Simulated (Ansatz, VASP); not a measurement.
**MgTe: VASP beside Ansatz**

```
Mg Te
1.0
     4.59020    0.00000    0.00000
    -2.29510    3.97523    0.00000
     0.00000    0.00000    7.43781
Mg Te
2 2
Direct
  0.33333 0.66667 0.99599
  0.66667 0.33333 0.49599
  0.33333 0.66667 0.37401
  0.66667 0.33333 0.87401
```

Alike in both runs: task relaxation of cell and atoms; functional PBE; dispersion D3(BJ); k mesh 9 × 9 × 4; occupations gaussian, width 0.02 eV; no spin polarisation.

|  | VASP | Ansatz |
| --- | --- | --- |
| version | VASP 6.6.1 | Ansatz 0.2.0 |
| potentials or method | VASP PAW PBE potentials, release 64 (Mg, Te), cutoff 600 eV | scalar-relativistic, plane waves, PAW |
| valence electrons in the cell | 16 | 52 |

|  | VASP | Ansatz | Ansatz less VASP |
| --- | --- | --- | --- |
| gap on the k mesh at the Fermi level, each at its own relaxed structure (eV) | 2.57 | 2.58 | +0.005 |
| relaxed volume (Å³/atom) | 32.95 | 32.96 | +0.011 |
| relaxed cell length with the largest relative difference (Å) | 4.538 | 4.539 | +0.0008 |

VASP's potentials hold 16 valence electrons a cell and Ansatz's 52, so a difference there can come from the potentials and not from the codes.

Spin-orbit coupling is off throughout.
